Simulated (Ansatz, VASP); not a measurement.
## One calculation of CO2, two programs

Contents of INCAR:

```
PREC = Accurate
ENCUT = 520
EDIFF = 1E-6
ISMEAR = -1
SIGMA = 0.05
LREAL = F
LASPH = T
NELM = 80
ALGO = Normal
ISIF = 2
LWAVE = F
LCHARG = F
GGA = PS
NBANDS = 25
```

KPOINTS

```
regular mesh
0
Gamma
  8 8 8
```

The input POSCAR:

```
CO2
1.0
   -1.9747270000      1.9747270000      3.0140580000
    1.9747270000     -1.9747270000      3.0140580000
    1.9747270000      1.9747270000     -3.0140580000
O C
4 2
Direct
    0.8750000000      0.9597980000      0.5847980000
    0.3750000000      0.2902020000      0.4152020000
    0.0402020000      0.6250000000      0.9152020000
    0.7097980000      0.1250000000      0.0847980000
    0.0000000000      0.0000000000      0.0000000000
    0.7500000000      0.2500000000      0.5000000000
```

The input input.yaml:

```yaml
crystal:
  lattice:
    - [-1.974727, 1.974727, 3.014058]
    - [1.974727, -1.974727, 3.014058]
    - [1.974727, 1.974727, -3.014058]
  atoms:
    - { symbol: O, position: [0.875, 0.959798, 0.584798] }
    - { symbol: O, position: [0.375, 0.290202, 0.415202] }
    - { symbol: O, position: [0.040202, 0.625, 0.915202] }
    - { symbol: O, position: [0.709798, 0.125, 0.084798] }
    - { symbol: C, position: [0.0, 0.0, 0.0] }
    - { symbol: C, position: [0.75, 0.25, 0.5] }
hamiltonian:
  xc: pbesol
  pseudopotentials: { kind: paw }
kpoints:
  mp_grid: { grid: [8, 8, 8] }
  band_path:
    path:
      - [[0.0, 0.0, 0.0], [0.5, -0.5, 0.0], [0.5, -0.5, 0.2146253035], [0.3573126517, -0.3573126517, 0.3573126517], [0.0, 0.0, 0.0], [0.5, 0.5, -0.5], [0.6426873483, 0.3573126517, -0.3573126517], [0.5, 0.0, 0.0], [0.75, -0.25, -0.25], [0.7853746965, 0.2146253035, -0.5], [0.5, 0.5, -0.5]]
      - [[0.5, -0.5, 0.0], [0.75, -0.25, -0.25]]
    npoints: 14
scf:
  occupations: { method: fermi_dirac, width: 0.05 }
  n_extra_bands: 15
output:
  forces: true
  stress: true
  eigenvalues: true
  fatbands: false
  write_density: true
  write_potential: true
  elf: true
  volumetric_format: npy
```

Alike in both runs: functional PBEsol; k mesh 8 × 8 × 8; occupations fermi-dirac, width 0.05 eV; no spin polarisation.

```csv
,VASP,Ansatz
version,VASP 6.6.1,Ansatz 0.2.0
potentials or method,"VASP PAW PBE potentials, release 64 (O, C)",Ansatz PAW
plane-wave cutoff (eV),520,420
valence electrons in the cell,32,32
task,single point,band structure
```

```csv
,VASP,Ansatz,Ansatz less VASP
gap on the k mesh at the Fermi level (eV),7.53,7.59,+0.059
least direct gap on the mesh (eV),8.00,8.05,+0.043
pressure (GPa),-4.9,-6.6,-1.65
"traceless stress, the component that is largest in VASP (GPa)",-1.15,-0.98,+0.170
rms of the force components (eV/Å),0.057,0.101,+0.0443
```

VASP's potentials were made for PBE, not for PBEsol. Atom by atom the forces differ by 0.044 eV/Å (rms over components). With one functional, cell and mesh, what is left measures potentials, basis and numerics.

Noted on Ansatz's run: Pulay correction over one GPa.
